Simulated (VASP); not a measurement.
## MgO: single point with BLYP

MgO:

```
Mg O
1.0
     0.00000    2.15080    2.15080
     2.15080    0.00000    2.15080
     2.15080    2.15080    0.00000
Mg O
1 1
Direct
  0.00000 0.00000 0.00000
  0.50000 0.50000 0.50000
```

This cell differs from its parent crystal: volume scaled by 1.02.

```yaml
Program: VASP 6.6.1
Task: single point
Functional: BLYP
Potentials_or_basis: VASP PAW PBE potentials, release 64 (Mg, O)
Cutoff: 520 eV
k_mesh: 10 × 10 × 10
Occupations: gaussian, width 0.05 eV
Spin: no spin polarisation
Dipole_correction: no
Further_INCAR_settings: ALGO = Normal; EDIFF = 1e-07; NBANDS = 11
```

```
Pressure               : -3.3 GPa
Band gap on the k mesh : 4.42 eV, direct
```

Levels at points of the mesh, in eV from the valence-band top:
| k point | band 2 | band 3 | band 4 | band 5 | band 6 | band 7 |
| --- | --- | --- | --- | --- | --- | --- |
| (0.00, 0.00, 0.00) | 0.00 | 0.00 | 0.00 | 4.42 | 15.62 | 15.62 |
| (0.50, 0.00, 0.00) | -4.26 | -0.58 | -0.58 | 7.84 | 12.07 | 15.76 |
| (0.50, 0.50, 0.00) | -3.73 | -1.24 | -1.24 | 9.36 | 9.42 | 12.70 |

Run time: 18 s on 1 thread of Intel Xeon 8259CL (shared host), peak memory 0.14 GiB.

Caveat: the PAW data sets were made with another functional, which shifts forces and pressure a little.
